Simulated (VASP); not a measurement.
A run of VASP 6.6.1 is set up as follows.

INCAR

```
PREC = Accurate
ENCUT = 500
EDIFF = 1E-6
ISMEAR = 0
SIGMA = 0.1
LREAL = F
LASPH = T
NELM = 200
ALGO = Normal
ISIF = 2
LWAVE = F
LCHARG = T
ISPIN = 2
MAGMOM = 5.32
LORBIT = 11
NUPDOWN = 6.0
GGA = PE
LELF = T
LVHAR = T
NBANDS = 15
GGA_COMPAT = F
```

Contents of KPOINTS:

```
regular mesh
0
Gamma
  4 4 4
```

Contents of POSCAR:

```
Sr
1.0
   -2.4250000000      2.4250000000      2.4250000000
    2.4250000000     -2.4250000000      2.4250000000
    2.4250000000      2.4250000000     -2.4250000000
Sr
1
Direct
    0.0000000000      0.0000000000      0.0000000000
```

Potentials or basis: VASP PAW PBE potentials, release 64 (Sr_sv).

Command:

```console
$ cat potpaw_PBE.64/Sr_sv/POTCAR > POTCAR
$ mpirun -np 1 vasp_std > vasp.out
```

Task: Predict the pressure.

Result: -6.4 GPa.

Caveat: the k points lie up to 0.46 Å⁻¹ apart; the total moment is fixed, so each spin has its own Fermi level.
